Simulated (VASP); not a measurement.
Wanted: the native input for a VASP 6.6.1 run.

```
Task                   : single point
Functional             : PBE
Potentials or basis    : VASP PAW PBE potentials, release 64 (Zn, S)
Cutoff                 : 520 eV
k mesh                 : 12 × 12 × 4
Occupations            : gaussian, width 0.05 eV
Spin                   : no spin polarisation
Dipole correction      : no
Further INCAR settings : ALGO = Normal; EDIFF = 1e-06; NBANDS = 26
```

The structure of ZnS lies in POSCAR:

```
ZnS
1.0
    3.8647204538      0.0000000000      0.0000000000
   -1.9323602269      3.3469460915      0.0000000000
    0.0000000000      0.0000000000      6.3053333047
Zn S
2 2
Direct
    0.3333333333      0.6666666667      0.0052197899
    0.6666666667      0.3333333333      0.5052197899
    0.3333333333      0.6666666667      0.3797802101
    0.6666666667      0.3333333333      0.8797802101
```

This cell differs from its parent crystal: strain +0.0050 x Voigt [1, 1, 0, 0, 0, 0].

These files were run (other wordings do the same):

INCAR

```
ALGO = Normal
EDIFF = 1E-6
ENCUT = 520
GGA = PE
ISIF = 2
ISMEAR = 0
LASPH = T
LCHARG = T
LELF = T
LREAL = F
LVHAR = T
LWAVE = F
NBANDS = 26
NELM = 60
PREC = Accurate
SIGMA = 0.05
```

KPOINTS

```
k-points
0
Gamma
  12 12 4
```

Potentials or basis: VASP PAW PBE potentials, release 64 (Zn, S).

The run is started by

```sh
$ cat potpaw_PBE.64/Zn/POTCAR potpaw_PBE.64/S/POTCAR > POTCAR
$ mpirun -np 1 vasp_std > vasp.out
```

Results of the run:

* Pressure: -0.5 GPa
* Largest force: 0.028 eV/Å
* Band gap on the k mesh: 2.05 eV, direct

Caveat: the cell differs from its parent crystal (strain +0.0050 x Voigt [1, 1, 0, 0, 0, 0]).

Run time: 94 s on 1 thread of Intel(R) Xeon(R) Platinum 8259CL CPU @ 2.50GHz (Skylake/Cascade Lake), with other jobs on the host, peak memory 0.25 GiB.
